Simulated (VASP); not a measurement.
# Au (Cmcm) in VASP: single point with PBEsol

Aim: the single point of Au with PBEsol.

All numbers are computed with VASP 6.6.1; they aren't measurements. Logs are shortened: lines on timing, memory, paths and dates and some standing lists are left out, and cuts for length are marked.

## Step 1: The cell of the first run

The structure is orthorhombic, space group Cmcm (No. 63). Conventional cell: a = 3.242 Å, b = 4.585 Å, c = 4.585 Å, α = 90.00°, β = 90.00°, γ = 90.00°. Au (site symmetry m2m) has 14 Au at 2.81 to 3.46 Å within 3.7 Å.

## Step 2: Single point, PBEsol

Contents of INCAR:

```
SYSTEM = Au
  PREC = Accurate
  ENCUT = 520
  EDIFF = 1E-7
  ISMEAR = 0
  SIGMA = 0.15
  LREAL = .FALSE.
  LASPH = .TRUE.
  NELM = 80
  ALGO = Fast
  ISIF = 2
  LWAVE = .FALSE.
  LCHARG = .FALSE.
  GGA = PS
  NBANDS = 18
```

Contents of KPOINTS:

```
regular mesh
0
G
  22 22 14
  0 0 0
```

Contents of POSCAR:

```
Au
1.0
   -1.6210733944      1.6210733944      1.6210733944
    1.6210733944     -1.6210733944      1.6210733944
    3.2421467888      3.2421467888      0.0000000000
Au
2
Direct
    0.0327147486     -0.0327147486      0.0000000000
    0.4672852514      0.5327147486      0.5000000000
```

Potentials or basis: VASP PAW PBE potentials, release 64 (Au).

Started as:

```bash
$ cat potpaw_PBE.64/Au/POTCAR > POTCAR
$ mpirun -np 1 vasp_std > vasp.out
```

OUTCAR:

```text
SYSTEM = Au
   PREC = Accurate
   ENCUT = 520
   EDIFF = 1E-7
   ISMEAR = 0
   LREAL = .FALSE.
   LASPH = .TRUE.
   NELM = 80
   ISIF = 2
   GGA = PS

 ion  position               nearest neighbor table
   1  0.033  0.967  0.000-   2 2.82   2 2.82   2 2.82   2 2.82   2 3.04   2 3.04   2 3.46   2 3.46

   2  0.467  0.533  0.500-   1 2.82   1 2.82   1 2.82   1 2.82   1 3.04   1 3.04   1 3.46   1 3.46

  LATTYP: Found a base centered orthorhombic cell.
 ALAT       =     3.2421467888
 B/A-ratio  =     1.4142135624
 C/A-ratio  =     1.4142135624

  Lattice vectors:

 A1 = (  -1.6210733944,   1.6210733944,   1.6210733944)
 A2 = (   1.6210733944,  -1.6210733944,   1.6210733944)
 A3 = (   3.2421467888,   3.2421467888,   0.0000000000)

Analysis of symmetry for initial positions (statically):
=====================================================================
 Subroutine PRICEL returns:
 Original cell was already a primitive cell.

 Routine SETGRP: Setting up the symmetry group for a
 base centered orthorhombic supercell.

 Subroutine GETGRP returns: Found  8 space group operations
 (whereof  4 operations were pure point group operations)
 out of a pool of  8 trial point group operations.

The static configuration has the point symmetry C_2v.
 The point group associated with its full space group is D_2h.

Analysis of symmetry for dynamics (positions and initial velocities):
=====================================================================
 Subroutine PRICEL returns:
 Original cell was already a primitive cell.

 Routine SETGRP: Setting up the symmetry group for a
 base centered orthorhombic supercell.

 Subroutine GETGRP returns: Found  8 space group operations
 (whereof  4 operations were pure point group operations)
 out of a pool of  8 trial point group operations.

The dynamic configuration has the point symmetry C_2v.
 The point group associated with its full space group is D_2h.

 Subroutine INISYM returns: Found  8 space group operations
 (whereof  4 operations are pure point group operations),
 and found     1 'primitive' translations

----------------------------------------------------------------------------------------

                                     Primitive cell

  volume of cell :      34.0799

  direct lattice vectors                    reciprocal lattice vectors
    -1.621073394  1.621073394  1.621073394    -0.154218804  0.154218804  0.308437608
     1.621073394 -1.621073394  1.621073394     0.154218804 -0.154218804  0.308437608
     3.242146789  3.242146789  0.000000000     0.154218804  0.154218804  0.000000000

  length of vectors
     2.807781482  2.807781482  4.585087960     0.377757378  0.377757378  0.218098324

  position of ions in fractional coordinates (direct lattice)
     0.032714749  0.967285251  0.000000000
     0.467285251  0.532714749  0.500000000

  ion indices of the primitive-cell ions
   primitive index   ion index
                 1           1
                 2           2

----------------------------------------------------------------------------------------

 KPOINTS: regular mesh

Automatic generation of k-mesh.
 Grid dimensions read from file:
 generate k-points for:   22   22   14

 Generating k-lattice:

  Cartesian coordinates                     Fractional coordinates (reciprocal lattice)
    -0.007009946  0.007009946  0.014019891     0.045454545  0.000000000  0.000000000
     0.007009946 -0.007009946  0.014019891     0.000000000  0.045454545  0.000000000
     0.011015629  0.011015629  0.000000000     0.000000000  0.000000000  0.071428571

  Length of vectors
     0.017170790  0.017170790  0.015578452

  Shift w.r.t. Gamma in fractional coordinates (k-lattice)
     0.000000000  0.000000000  0.000000000

 Subroutine IBZKPT returns following result:
 ===========================================

 Found   1064 irreducible k-points:

 Following reciprocal coordinates:
            Coordinates               Weight
  0.000000  0.000000  0.000000      1.000000
  0.045455  0.000000  0.000000      4.000000
  0.090909  0.000000  0.000000      4.000000
  0.136364  0.000000  0.000000      4.000000
  0.181818  0.000000  0.000000      4.000000
  0.227273  0.000000  0.000000      4.000000
[... 16 lines left out ...]
  0.500000  0.045455  0.000000      4.000000
 -0.454545  0.045455  0.000000      4.000000
 [... further k-points ...]
   k-points           NKPTS =   1064   k-points in BZ     NKDIM =   1064   number of bands    NBANDS=     18
   number of dos      NEDOS =    301   number of ions     NIONS =      2
   total plane-waves  NPLWV =  20736
   dimension x,y,z NGX =    24 NGY =   24 NGZ =   36
   dimension x,y,z NGXF=    48 NGYF=   48 NGZF=   72
   ions per type =               2
   NGX,Y,Z   is equivalent  to a cutoff of  14.21, 14.21, 13.05 a.u.
   NGXF,Y,Z  is equivalent  to a cutoff of  28.42, 28.42, 26.11 a.u.
 SYSTEM =  Au
   PREC   = accura    normal or accurate (medium, high low for compatibility)
   ISTART =      0    job   : 0-new  1-cont  2-samecut
   ICHARG =      2    charge: 1-file 2-atom 10-const
   ISPIN  =      1    spin polarized calculation?
   LNONCOLLINEAR =      F non collinear calculations
   LSORBIT =      F    spin-orbit coupling
   LASPH  =      T    aspherical Exc in radial PAW
   ENCUT  =  520.0 eV  38.22 Ry    6.18 a.u.   5.22  5.22  8.53*2*pi/ulx,y,z
   NELM   =     80;   NELMIN=  2; NELMDL= -5     # of ELM steps
   EDIFF  = 0.1E-06   stopping-criterion for ELM
   LREAL  =      F    real-space projection
   EDIFFG = 0.1E-05   stopping-criterion for IOM
   NSW    =      0    number of steps for IOM
   IBRION =     -1    ionic relax: 0-MD 1-quasi-New 2-CG
   NFREE  =      0    steps in history (QN), initial steepest desc. (CG)
   ISIF   =      2    stress and relaxation
   ISYM   =      2    0-nonsym 1-usesym 2-fastsym
   POTIM  = 0.5000    time-step for ionic-motion
   TEBEG  =    0.0;   TEEND  =   0.0 temperature during run
   PSTRESS=    0.0 pullay stress
   NELECT =      22.0000    total number of electrons
   NUPDOWN=      -1.0000    fix difference up-down
   EMIN   =  10.00;   EMAX   =-10.00  energy-range for DOS
   EFERMI =   0.00;   METHOD = LEGACY
   ISMEAR =     0;   SIGMA  =   0.15  broadening in eV -4-tet -1-fermi 0-gaus
   EFERMI_NEDOS =   21; number of points for ismear=-14 and -15
   IALGO  =     68    algorithm
   IMIX   =      4    mixing-type and parameters
     AMIX     =   0.40;   BMIX     =  1.00
     AMIX_MAG =   1.60;   BMIX_MAG =  1.00
  volume/ion in A,a.u.               =      17.04       114.99
  Fermi-wavevector in a.u.,A,eV,Ry     =   1.414869  2.673716 27.236900  2.001856
  Thomas-Fermi vector in A             =   2.536367
   LORBIT       =      0    0 simple, 1 ext, 2 COOP (PROOUT), +10 PAW based schemes
   GGA     = PS    functional components
   LHFCALC =     F    Hartree Fock is set to
   AEXX    =    0.0000 exact exchange contribution
   IVDW    =     0    specifies the selected vdW correction
   LEPSILON=     F    determine dielectric tensor
   LRPA    =     F    only Hartree local field effects (RPA)
 non-spin polarized calculation
 RMM-DIIS sequential band-by-band and
 Gauss-broadening in eV      SIGMA  =   0.15
  energy-cutoff  :      520.00
  volume of cell :       34.08
 maximum number of plane-waves:       936
 NGX is ok and might be reduce to    24
   NGX = 11   NGY = 11   NGZ = 17

 number of electron      22.0000001 magnetization

 Free energy of the ion-electron system (eV)
  ---------------------------------------------------
  ext. energy  EPLUGINS =         0.00000000
  ---------------------------------------------------
  free energy    TOTEN  =        -7.80662562 eV

  energy without entropy =       -7.80080588  energy(sigma->0) =       -7.80371575

 E-fermi :   9.2541     XC(G=0): -12.8853

 val. band max:        9.2420920961   @ k =  -0.1364   0.1364   0.1429
 cond. band min:       9.2558254615   @ k =   0.5000   0.0455   0.4286
 fundamental gap:      0.0137333654
 Fermi energy:         9.2541227992

 k-point     1 :       0.0000    0.0000    0.0000
  band No.  band energies     occupation
      1      -0.6342      2.00000
      2       2.0099      2.00000
      3       3.3561      2.00000
      4       4.3534      2.00000
      5       4.5515      2.00000
      6       4.5726      2.00000
[... 10 lines left out ...]
     17      26.0806      0.00000
     18      26.1436      0.00000

 k-point     2 :       0.0455    0.0000    0.0000
  band No.  band energies     occupation
      1      -0.5769      2.00000
      2       2.0548      2.00000
      3       3.3689      2.00000
      4       4.3654      2.00000
      5       4.5641      2.00000
      6       4.5709      2.00000
[... 10 lines left out ...]
     17      26.1089      0.00000
     18      26.1324      0.00000

 k-point     3 :       0.0909    0.0000    0.0000
  band No.  band energies     occupation
      1      -0.4068      2.00000
      2       2.1834      2.00000
      3       3.4066      2.00000
      4       4.3697      2.00000
      5       4.5363      2.00000
      6       4.6619      2.00000
[... 10 lines left out ...]
     17      26.0591      0.00000
     18      26.2336      0.00000

 k-point     4 :       0.1364    0.0000    0.0000
  band No.  band energies     occupation
      1      -0.1306      2.00000
      2       2.3755      2.00000
      3       3.4698      2.00000
      4       4.3392      2.00000
      5       4.4825      2.00000
      6       4.8553      2.00000
[... 375 lines left out ...]
      4       4.2214      2.00000
      5       4.6381      2.00000
      6       4.7257      2.00000
[... 10 lines left out ...]
     17      21.5453      0.00000
     18      25.8730      0.00000

 k-point    23 :       0.5000    0.0455    0.0000
  band No.  band energies     occupation
      1       2.7466      2.00000
      2       2.8041      2.00000
      3       3.3988      2.00000
      4       4.1836      2.00000
      5       4.5429      2.00000
      6       4.7290      2.00000
[... 10 lines left out ...]
     17      21.6589      0.00000
     18      25.8579      0.00000

 k-point    24 :      -0.4545    0.0455    0.0000
  band No.  band energies     occupation
      1       2.6553      2.00000
      2       2.8496      2.00000
      3       3.4327      2.00000
      4       4.1945      2.00000
      5       4.3390      2.00000
      6       4.6715      2.00000
[... 10 lines left out ...]
     17      21.9338      0.00000
     18      26.0030      0.00000

 [... further k-points ...]

------------------------ aborting loop because EDIFF is reached ----------------------------------------

  FORCE on cell =-STRESS in cart. coord.  units (eV):
  Direction    XX          YY          ZZ          XY          YZ          ZX
  --------------------------------------------------------------------------------------
  -------------------------------------------------------------------------------------
  Total        0.0490373      0.0490373     -0.0138664      0.0290620      0.0000000      0.0000000
  in kB        2.3053612      2.3053612     -0.6518919      1.3662748      0.0000000      0.0000000
  external PRESSURE =       1.3196101 kB  Pullay stress =       0.0000000 kB

 VOLUME and BASIS-vectors are now :
 -----------------------------------------------------------------------------
  energy-cutoff  :      520.00
  volume of cell :       34.08
      direct lattice vectors                 reciprocal lattice vectors
    -1.621073394  1.621073394  1.621073394    -0.154218804  0.154218804  0.308437608
     1.621073394 -1.621073394  1.621073394     0.154218804 -0.154218804  0.308437608
     3.242146789  3.242146789  0.000000000     0.154218804  0.154218804  0.000000000

 POSITION                                       TOTAL-FORCE (eV/Angst)
 -----------------------------------------------------------------------------------
      1.51501     -1.51501      1.62107         0.009995     -0.009995      0.000000
      1.72714      1.51501      1.62107        -0.009995      0.009995      0.000000
 -----------------------------------------------------------------------------------
    total drift:                                0.000000      0.000000     -0.000000

  FREE ENERGIE OF THE ION-ELECTRON SYSTEM (eV)
  ---------------------------------------------------
  free  energy   TOTEN  =        -7.8066256188 eV

  energy  without entropy=       -7.8008058794  energy(sigma->0) =       -7.80371575
```

Run time: 9.7 min. Hardware: 1 thread of AMD EPYC 7R43 (Zen 3), shared host; peak memory 0.55 GiB.

Results:

- Free energy: -7.8066 eV
- Pressure: 0.1 GPa
- Largest force: 0.014 eV/Å
- Band gap on the k mesh: zero (bands 11 and 12 overlap by 6.38 eV)

Forces on the atoms (eV/Å):
```
Au   0.010 -0.010  0.000
Au  -0.010  0.010  0.000
```

Levels at points of the mesh, in eV from the Fermi level:
```tsv
k point	band 7	band 8	band 9	band 10	band 11	band 12	band 13	band 14	band 15	band 16
(0.00, 0.00, 0.00)	-3.10	-3.09	-2.95	-2.51	-1.50	-0.67	3.56	12.57	14.19	16.58
(0.50, 0.00, 0.00)	-3.78	-2.65	-2.49	-2.37	0.37	0.70	6.33	6.94	8.52	10.31
(0.50, 0.50, 0.00)	-2.26	-1.76	-1.65	-1.40	-0.14	3.40	6.28	6.53	6.78	9.56
(0.00, 0.00, 0.50)	-3.49	-3.49	-3.21	-3.21	-2.51	-2.51	12.19	12.19	14.71	14.71
(0.50, 0.00, 0.50)	-2.68	-2.68	-1.53	-1.53	-0.50	-0.50	3.53	3.53	12.72	12.72
(0.50, 0.50, 0.50)	-3.32	-3.32	-1.52	-1.52	2.75	2.75	4.51	4.51	10.15	10.15
```

Caveat: the PAW data sets were made with another functional, which shifts forces and pressure a little; spin-orbit coupling is left out, which moves the levels of the heavy elements.
